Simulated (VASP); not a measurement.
# AgBr: single point with PBE

AgBr:

```xyz
2
Lattice="0.0000 2.9203 2.9203 2.9203 0.0000 2.9203 2.9203 2.9203 0.0000" Properties=species:S:1:pos:R:3 pbc="T T T"
Ag    2.9203    2.9203    2.9203
Br    0.0000    0.0000    0.0000
```

```
Program                 : VASP 6.6.1
Task                    : single point
Functional              : PBE
Potentials or basis     : VASP PAW PBE potentials, release 64 (Ag, Br)
Cutoff                  : 400 eV
k mesh                  : 10 × 10 × 10
Occupations             : gaussian, width 0.05 eV
Spin                    : no spin polarisation
Dipole correction       : no
k mesh for the DOS      : 15 × 15 × 15
Occupations for the DOS : tetrahedron
Further INCAR settings  : ALGO = Normal; EDIFF = 1e-06
```

The valence electrons inside the program's atomic spheres are Ag 9.70; Br 4.83.

Levels at points of the mesh, in eV from the valence-band top:
| k point | band 5 | band 6 | band 7 | band 8 | band 9 | band 10 | band 11 | band 12 | band 13 |
| --- | --- | --- | --- | --- | --- | --- | --- | --- | --- |
| (0.00, 0.00, 0.00) | -2.57 | -2.57 | -1.74 | -1.74 | -1.74 | 0.70 | 9.94 | 9.94 | 9.94 |

Run time: 29 s on 1 thread of Intel(R) Xeon(R) 6975P-C (Granite Rapids), on a shared host, peak memory 0.19 GiB.
